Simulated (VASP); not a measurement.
# S (Im-3m) in VASP: further runs

The runs below take S through single point, with PBE.

Everything below comes from runs of VASP 6.6.1. Logs are shortened: lines on timing, memory, paths and dates and some standing lists are left out, and cuts for length are marked.

## (1) The cell of the first run

It takes space group Im-3m (No. 229, cubic). The conventional cell has a = 2.635 Å, b = 2.635 Å, c = 2.635 Å, α = 90.00°, β = 90.00°, γ = 90.00°. Within 3.0 Å of S (site symmetry m-3m) lie 14 S at 2.28 to 2.63 Å.

This isn't the form of S at room conditions, which is orthorhombic, of S8 rings.

## (2) Single point, PBE (9.15 Å³/atom)

INCAR reads:

```
SYSTEM = S
PREC = Accurate ; ENCUT = 520
EDIFF = 1E-7 ; ISMEAR = -1
SIGMA = 0.1 ; LREAL = .FALSE.
LASPH = .TRUE. ; NELM = 80
ALGO = Normal ; ISIF = 2
LWAVE = .FALSE. ; LCHARG = .FALSE.
GGA = PE ; NBANDS = 9
```

KPOINTS reads:

```
regular mesh
0
G
  16 16 16
  0 0 0
```

POSCAR reads:

```
S
1.0
   -1.3174430160      1.3174430160      1.3174430160
    1.3174430160     -1.3174430160      1.3174430160
    1.3174430160      1.3174430160     -1.3174430160
S
1
Direct
    0.0000000000      0.0000000000      0.0000000000
```

Potentials or basis: VASP PAW PBE potentials, release 64 (S).

Started as:

```bash
$ cat potpaw_PBE.64/S/POTCAR > POTCAR
$ mpirun -np 1 vasp_std > vasp.out
```

OUTCAR:

```text
SYSTEM = S
   PREC = Accurate
   ENCUT = 520
   EDIFF = 1E-7
   ISMEAR = -1
   LREAL = .FALSE.
   LASPH = .TRUE.
   NELM = 80
   ISIF = 2
   GGA = PE

 ion  position               nearest neighbor table
   1  0.000  0.000  0.000-

  LATTYP: Found a body centered cubic cell.
 ALAT       =     2.6348860320

  Lattice vectors:

 A1 = (  -1.3174430160,   1.3174430160,   1.3174430160)
 A2 = (   1.3174430160,  -1.3174430160,   1.3174430160)
 A3 = (   1.3174430160,   1.3174430160,  -1.3174430160)

Analysis of symmetry for initial positions (statically):
=====================================================================
 Subroutine PRICEL returns:
 Original cell was already a primitive cell.

 Routine SETGRP: Setting up the symmetry group for a
 body centered cubic supercell.

 Subroutine GETGRP returns: Found 48 space group operations
 (whereof 48 operations were pure point group operations)
 out of a pool of 48 trial point group operations.

The static configuration has the point symmetry O_h .

Analysis of symmetry for dynamics (positions and initial velocities):
=====================================================================
 Subroutine PRICEL returns:
 Original cell was already a primitive cell.

 Routine SETGRP: Setting up the symmetry group for a
 body centered cubic supercell.

 Subroutine GETGRP returns: Found 48 space group operations
 (whereof 48 operations were pure point group operations)
 out of a pool of 48 trial point group operations.

The dynamic configuration has the point symmetry O_h .

 Subroutine INISYM returns: Found 48 space group operations
 (whereof 48 operations are pure point group operations),
 and found     1 'primitive' translations

----------------------------------------------------------------------------------------

                                     Primitive cell

  volume of cell :       9.1465

  direct lattice vectors                    reciprocal lattice vectors
    -1.317443016  1.317443016  1.317443016     0.000000000  0.379523056  0.379523056
     1.317443016 -1.317443016  1.317443016     0.379523056  0.000000000  0.379523056
     1.317443016  1.317443016 -1.317443016     0.379523056  0.379523056  0.000000000

  length of vectors
     2.281878240  2.281878240  2.281878240     0.536726654  0.536726654  0.536726654

  position of ions in fractional coordinates (direct lattice)
     0.000000000  0.000000000  0.000000000

  ion indices of the primitive-cell ions
   primitive index   ion index
                 1           1

----------------------------------------------------------------------------------------

 KPOINTS: regular mesh

Automatic generation of k-mesh.
 Grid dimensions read from file:
 generate k-points for:   16   16   16

 Generating k-lattice:

  Cartesian coordinates                     Fractional coordinates (reciprocal lattice)
     0.000000000  0.023720191  0.023720191     0.062500000  0.000000000  0.000000000
     0.023720191  0.000000000  0.023720191     0.000000000  0.062500000  0.000000000
     0.023720191  0.023720191  0.000000000     0.000000000  0.000000000  0.062500000

  Length of vectors
     0.033545416  0.033545416  0.033545416

  Shift w.r.t. Gamma in fractional coordinates (k-lattice)
     0.000000000  0.000000000  0.000000000

 Subroutine IBZKPT returns following result:
 ===========================================

 Found    145 irreducible k-points:

 Following reciprocal coordinates:
            Coordinates               Weight
  0.000000  0.000000  0.000000      1.000000
  0.062500  0.000000  0.000000     12.000000
  0.125000  0.000000  0.000000     12.000000
  0.187500  0.000000  0.000000     12.000000
  0.250000  0.000000  0.000000     12.000000
  0.312500  0.000000  0.000000     12.000000
[... 16 lines left out ...]
  0.187500  0.187500  0.000000     24.000000
  0.250000  0.187500  0.000000     48.000000
 [... further k-points ...]
   k-points           NKPTS =    145   k-points in BZ     NKDIM =    145   number of bands    NBANDS=      9
   number of dos      NEDOS =    301   number of ions     NIONS =      1
   total plane-waves  NPLWV =   5832
   dimension x,y,z NGX =    18 NGY =   18 NGZ =   18
   dimension x,y,z NGXF=    36 NGYF=   36 NGZF=   36
   ions per type =               1
   NGX,Y,Z   is equivalent  to a cutoff of  13.11, 13.11, 13.11 a.u.
   NGXF,Y,Z  is equivalent  to a cutoff of  26.23, 26.23, 26.23 a.u.
 SYSTEM =  S
   PREC   = accura    normal or accurate (medium, high low for compatibility)
   ISTART =      0    job   : 0-new  1-cont  2-samecut
   ICHARG =      2    charge: 1-file 2-atom 10-const
   ISPIN  =      1    spin polarized calculation?
   LNONCOLLINEAR =      F non collinear calculations
   LSORBIT =      F    spin-orbit coupling
   LASPH  =      T    aspherical Exc in radial PAW
   ENCUT  =  520.0 eV  38.22 Ry    6.18 a.u.   4.24  4.24  4.24*2*pi/ulx,y,z
   NELM   =     80;   NELMIN=  2; NELMDL= -5     # of ELM steps
   EDIFF  = 0.1E-06   stopping-criterion for ELM
   LREAL  =      F    real-space projection
   EDIFFG = 0.1E-05   stopping-criterion for IOM
   NSW    =      0    number of steps for IOM
   IBRION =     -1    ionic relax: 0-MD 1-quasi-New 2-CG
   NFREE  =      0    steps in history (QN), initial steepest desc. (CG)
   ISIF   =      2    stress and relaxation
   ISYM   =      2    0-nonsym 1-usesym 2-fastsym
   POTIM  = 0.5000    time-step for ionic-motion
   TEBEG  =    0.0;   TEEND  =   0.0 temperature during run
   PSTRESS=    0.0 pullay stress
   NELECT =       6.0000    total number of electrons
   NUPDOWN=      -1.0000    fix difference up-down
   EMIN   =  10.00;   EMAX   =-10.00  energy-range for DOS
   EFERMI =   0.00;   METHOD = LEGACY
   ISMEAR =    -1;   SIGMA  =   0.10  broadening in eV -4-tet -1-fermi 0-gaus
   EFERMI_NEDOS =   21; number of points for ismear=-14 and -15
   IALGO  =     38    algorithm
   IMIX   =      4    mixing-type and parameters
     AMIX     =   0.40;   BMIX     =  1.00
     AMIX_MAG =   1.60;   BMIX_MAG =  1.00
  volume/ion in A,a.u.               =       9.15        61.72
  Fermi-wavevector in a.u.,A,eV,Ry     =   1.422460  2.688060 27.529928  2.023393
  Thomas-Fermi vector in A             =   2.543161
   LORBIT       =      0    0 simple, 1 ext, 2 COOP (PROOUT), +10 PAW based schemes
   GGA     = PE    functional components
   LHFCALC =     F    Hartree Fock is set to
   AEXX    =    0.0000 exact exchange contribution
   IVDW    =     0    specifies the selected vdW correction
   LEPSILON=     F    determine dielectric tensor
   LRPA    =     F    only Hartree local field effects (RPA)
 non-spin polarized calculation
  energy-cutoff  :      520.00
  volume of cell :        9.15
 maximum number of plane-waves:       253
 NGX is ok and might be reduce to    18
   NGX =  9   NGY =  9   NGZ =  9

 number of electron       6.0000002 magnetization

 Free energy of the ion-electron system (eV)
  ---------------------------------------------------
  ext. energy  EPLUGINS =         0.00000000
  ---------------------------------------------------
  free energy    TOTEN  =        -1.25571436 eV

  energy without entropy =       -1.24248403  energy(sigma->0) =       -1.24909920

 E-fermi :  17.8516     XC(G=0): -13.9070

 val. band max:       17.8161239842   @ k =   0.1875   0.1250   0.0000
 cond. band min:      17.8653921936   @ k =  -0.4375   0.4375   0.0625
 fundamental gap:      0.0492682094
 Fermi energy:        17.8515689562

 k-point     1 :       0.0000    0.0000    0.0000
  band No.  band energies     occupation
      1      -6.5329      2.00000
      2      25.0961      0.00000
      3      25.0961      0.00000
      4      25.0961      0.00000
      5      30.2469      0.00000
      6      30.2469      0.00000
      7      30.2469      0.00000
      8      35.6866      0.00000
      9      35.6866      0.00000

 k-point     2 :       0.0625    0.0000    0.0000
  band No.  band energies     occupation
      1      -6.3751      2.00000
      2      23.9736      0.00000
      3      24.3927      0.00000
      4      24.9809      0.00000
      5      29.7947      0.00000
      6      30.5712      0.00000
      7      31.2307      0.00000
      8      34.6905      0.00000
      9      35.5200      0.00000

 k-point     3 :       0.1250    0.0000    0.0000
  band No.  band energies     occupation
      1      -5.9024      2.00000
      2      21.4156      0.00000
      3      23.0511      0.00000
      4      24.6520      0.00000
      5      28.7262      0.00000
      6      30.4639      0.00000
      7      33.4094      0.00000
      8      34.0363      0.00000
      9      35.3095      0.00000

 k-point     4 :       0.1875    0.0000    0.0000
  band No.  band energies     occupation
      1      -5.1170      2.00000
      2      18.3003      0.02224
      3      21.7167      0.00000
      4      24.1655      0.00000
      5      27.4825      0.00000
      6      29.4282      0.00000
      7      34.7315      0.00000
      8      35.4047      0.00000
      9      36.1251      0.00000
[... 205 lines left out ...]
 k-point    22 :       0.4375    0.1250   -0.0000
  band No.  band energies     occupation
      1       3.0364      2.00000
      2       4.6990      2.00000
      3      15.4165      2.00000
      4      20.0354      0.00000
      5      26.5281      0.00000
      6      29.7585      0.00000
      7      38.4636      0.00000
      8      38.6961      0.00000
      9      46.9930      0.00000

 k-point    23 :       0.1875    0.1875    0.0000
  band No.  band energies     occupation
      1      -2.3162      2.00000
      2      13.6597      2.00000
      3      15.2090      2.00000
      4      20.9480      0.00000
      5      28.3228      0.00000
      6      30.4736      0.00000
      7      35.4089      0.00000
      8      37.5339      0.00000
      9      41.9137      0.00000

 k-point    24 :       0.2500    0.1875    0.0000
  band No.  band energies     occupation
      1      -0.7821      2.00000
      2      11.1395      2.00000
      3      13.8223      2.00000
      4      20.2504      0.00000
      5      28.2555      0.00000
      6      30.8593      0.00000
      7      36.0485      0.00000
      8      38.7531      0.00000
      9      43.5067      0.00000

 [... further k-points ...]

------------------------ aborting loop because EDIFF is reached ----------------------------------------

  FORCE on cell =-STRESS in cart. coord.  units (eV):
  Direction    XX          YY          ZZ          XY          YZ          ZX
  --------------------------------------------------------------------------------------
  -------------------------------------------------------------------------------------
  Total        7.5809816      7.5809816      7.5809816     -0.0000000     -0.0000000      0.0000000
  in kB     1327.9463102   1327.9463102   1327.9463102     -0.0000000     -0.0000000      0.0000000
  external PRESSURE =    1327.9463102 kB  Pullay stress =       0.0000000 kB

 VOLUME and BASIS-vectors are now :
 -----------------------------------------------------------------------------
  energy-cutoff  :      520.00
  volume of cell :        9.15
      direct lattice vectors                 reciprocal lattice vectors
    -1.317443016  1.317443016  1.317443016     0.000000000  0.379523056  0.379523056
     1.317443016 -1.317443016  1.317443016     0.379523056  0.000000000  0.379523056
     1.317443016  1.317443016 -1.317443016     0.379523056  0.379523056  0.000000000

 POSITION                                       TOTAL-FORCE (eV/Angst)
 -----------------------------------------------------------------------------------
      0.00000      0.00000      0.00000         0.000000      0.000000      0.000000
 -----------------------------------------------------------------------------------
    total drift:                               -0.000000     -0.000000      0.000000

  FREE ENERGIE OF THE ION-ELECTRON SYSTEM (eV)
  ---------------------------------------------------
  free  energy   TOTEN  =        -1.2557143637 eV

  energy  without entropy=       -1.2424840312  energy(sigma->0) =       -1.24909920
```

Wall time 16 s (1 thread of Intel Xeon 8259CL, shared host); peak memory 0.12 GiB.

What came out:

```yaml
Free_energy: -1.2557 eV
Pressure: 132.8 GPa
Band_gap_on_the_k_mesh: zero (bands 3 and 4 overlap by 16.00 eV)
```

Caveat: the cell stands under pressure.

## (3) Single point, PBE (10.72 Å³/atom)

This run uses another cell than the first one, of 10.72 Å³/atom.

INCAR reads:

```
SYSTEM = S
  PREC = Accurate
  ENCUT = 520
  EDIFF = 1E-6
  ISMEAR = -1
  SIGMA = 0.1
  LREAL = .False.
  LASPH = .True.
  NELM = 100
  ALGO = Normal
  ISIF = 2
  LWAVE = .False.
  LCHARG = .False.
  GGA = PE
  NBANDS = 9
```

KPOINTS reads:

```
Automatic mesh
0
Gamma
  16 16 16
  0 0 0
```

POSCAR reads:

```
S
1.0
   -1.3891809290      1.3891809290      1.3891809290
    1.3891809290     -1.3891809290      1.3891809290
    1.3891809290      1.3891809290     -1.3891809290
S
1
Direct
    0.0000000000      0.0000000000      0.0000000000
```

Potentials or basis: VASP PAW PBE potentials, release 64 (S).

Started as:

```bash
$ cat potpaw_PBE.64/S/POTCAR > POTCAR
$ mpirun -np 1 vasp_std > vasp.out
```

Run time: 16 s. Hardware: 1 thread of Intel Xeon 8259CL, shared host; peak memory 0.12 GiB.

The run converged. Its results:

| Property | Result |
| --- | --- |
| Free energy | -2.2225 eV |
| Pressure | 69.5 GPa |
| Band gap on the k mesh | zero (bands 3 and 4 overlap by 12.90 eV) |

Levels at points of the mesh, in eV from the Fermi level:
```
           k point  band 1  band 2  band 3  band 4  band 5  band 6
(0.00, 0.00, 0.00)  -21.84    5.67    5.67    5.67   12.33   12.33
(0.50, 0.00, 0.00)  -14.25  -11.56    0.31    3.68    6.90    7.88
(0.50, 0.50, 0.50)   -7.57   -5.49   -5.49   -5.49    1.11    1.11
```

Caveat: the cell stands under pressure.

## (4) Single point, PBE (10.72 Å³/atom)

This run uses another cell than the first one, of 10.72 Å³/atom.

INCAR reads:

```
  PREC = Accurate
  ENCUT = 520
  EDIFF = 1E-7
  ISMEAR = -1
  SIGMA = 0.1
  LREAL = False
  LASPH = True
  NELM = 100
  ALGO = Normal
  ISIF = 2
  LWAVE = False
  LCHARG = False
  GGA = PE
  NBANDS = 9
```

KPOINTS reads:

```
Automatic mesh
0
Gamma
  16 16 16
```

POSCAR is that of step 3.

Started as:

```bash
$ cat potpaw_PBE.64/S/POTCAR > POTCAR
$ mpirun -np 1 vasp_std > vasp.out
```

Run time: 17 s. Hardware: 1 thread of Intel Xeon 8259CL, shared host; peak memory 0.12 GiB.

Results (log left out):

* Free energy: -2.2225 eV
* Pressure: 69.5 GPa
* Band gap on the k mesh: zero (bands 3 and 4 overlap by 12.90 eV)

Levels at points of the mesh, in eV from the Fermi level:
| k point | band 1 | band 2 | band 3 | band 4 | band 5 | band 6 | band 7 | band 8 |
| --- | --- | --- | --- | --- | --- | --- | --- | --- |
| (0.00, 0.00, 0.00) | -21.84 | 5.67 | 5.67 | 5.67 | 12.33 | 12.33 | 12.33 | 17.21 |
| (0.50, 0.00, 0.00) | -14.25 | -11.56 | 0.31 | 3.68 | 6.90 | 7.88 | 21.14 | 21.21 |
| (0.50, 0.50, 0.50) | -7.57 | -5.49 | -5.49 | -5.49 | 1.11 | 1.11 | 26.17 | 26.17 |

Caveat: the cell stands under pressure.

## (5) Single point, PBE (12.30 Å³/atom)

This run uses another cell than the first one, of 12.30 Å³/atom.

INCAR reads:

```
  PREC = Accurate
  ENCUT = 520
  EDIFF = 1E-6
  ISMEAR = -1
  SIGMA = 0.1
  LREAL = F
  LASPH = T
  NELM = 80
  ALGO = Normal
  ISIF = 2
  LWAVE = F
  LCHARG = F
  GGA = PE
  NBANDS = 9
```

KPOINTS is that of step 4.

POSCAR reads:

```
S
1.0
   -1.4541885114      1.4541885114      1.4541885114
    1.4541885114     -1.4541885114      1.4541885114
    1.4541885114      1.4541885114     -1.4541885114
S
1
Direct
    0.0000000000      0.0000000000      0.0000000000
```

Started as:

```bash
$ cat potpaw_PBE.64/S/POTCAR > POTCAR
$ mpirun -np 1 vasp_std > vasp.out
```

Run time: 21 s. Hardware: 1 thread of Intel Xeon 8259CL, shared host; peak memory 0.13 GiB.

It converged, with:

| Quantity | Value |
| --- | --- |
| Free energy | -2.7140 eV |
| Pressure | 33.6 GPa |
| Band gap on the k mesh | zero (bands 3 and 4 overlap by 10.62 eV) |

Levels at points of the mesh, in eV from the Fermi level:
```tsv
k point	band 1	band 2	band 3	band 4	band 5	band 6	band 7
(0.00, 0.00, 0.00)	-19.90	4.55	4.55	4.55	12.28	12.28	12.28
(0.50, 0.00, 0.00)	-13.54	-9.97	0.13	3.09	7.43	7.67	19.88
(0.50, 0.50, 0.50)	-8.38	-4.77	-4.77	-4.77	2.23	2.23	24.53
```

Caveat: the cell stands under pressure.

## (6) The runs side by side

```csv
cell,gap on the mesh (eV),pressure (GPa)
"a = 2.282 Å, angles 109.5°, 1 atom",none,132.8
"a = 2.406 Å, angles 109.5°, 1 atom",none,69.5
"a = 2.519 Å, angles 109.5°, 1 atom",none,33.6
```

Alike in all rows: task single point; level PBE; potentials or basis VASP PAW PBE potentials, release 64 (S); no spin polarisation; k mesh 16 × 16 × 16; cutoff (eV) 520; smearing fermi-dirac 0.1 eV.

Caveats: the cell stands under pressure.

Total energies depend on the potentials used, so only differences within one code and one set of settings carry meaning.
